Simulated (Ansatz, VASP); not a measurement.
Two plane-wave programs on Hf

The input INCAR:

```
SYSTEM = Hf
PREC = Accurate ; ENCUT = 520
EDIFF = 1E-6 ; ISMEAR = 1
SIGMA = 0.1 ; LREAL = .False.
LASPH = .True. ; NELM = 100
ALGO = Normal ; ISIF = 2
LWAVE = .False. ; LCHARG = .False.
GGA = CA ; NBANDS = 17
```

KPOINTS

```
regular mesh
0
Gamma
  12 12 7
  0 0 0
```

The input POSCAR:

```
Hf
1.0
    3.1183974891      0.0000000000      0.0000000000
   -1.5591987445      2.7006114446      0.0000000000
    0.0000000000      0.0000000000      4.9475473504
Hf
2
Direct
    0.3333333333      0.6666666667      0.2500000000
    0.6666666667      0.3333333333      0.7500000000
```

Input for Ansatz:

```yaml
crystal:
  lattice:
    - [3.1183974891, 0.0, 0.0]
    - [-1.5591987445, 2.7006114446, 0.0]
    - [0.0, 0.0, 4.9475473504]
  atoms:
    - { symbol: Hf, position: [0.3333333333, 0.6666666667, 0.25] }
    - { symbol: Hf, position: [0.6666666667, 0.3333333333, 0.75] }
hamiltonian:
  xc: lda
  pseudopotentials:
    kind: paw
    azcp:
      Hf: "pseudopotentials/Hf.paw.azcp"
basis:
  ecutwfc: 420
  fft_grid_basis: typed
kpoints:
  mp_grid: { grid: [12, 12, 7], shift: [0, 0, 0] }
magnetization:
  spin_polarized: false
scf:
  occupations: { method: methfessel_paxton, width: 0.1 }
  lower_state_search: "off"
output:
  stress: true
```

Alike in both runs: task single point; functional LDA; k mesh 12 × 12 × 7; occupations methfessel-paxton of order 1, width 0.1 eV; no spin polarisation.

|  | VASP | Ansatz |
| --- | --- | --- |
| version | VASP 6.6.1 | Ansatz 0.2.0 |
| potentials or method | VASP PAW LDA potentials, release 64 (Hf_pv), cutoff 520 eV | plane waves (420 eV) with PAW, scalar-relativistic |
| valence electrons in the cell | 20 | 52 |

```csv
,VASP,Ansatz,Ansatz less VASP
pressure (GPa),0.1,0.0,-0.08
"traceless stress, the component that is largest in VASP (GPa)",-0.24,-0.20,+0.032
```

Ansatz warns that its potentials were made for another functional, while VASP's fit it. LDA's correlation is that of Perdew and Zunger in VASP and of Perdew and Wang (1992) in Ansatz. VASP's potentials hold 20 valence electrons a cell and Ansatz's 52, so a difference there can come from the potentials and not from the codes.

Neither program's run includes spin-orbit coupling.
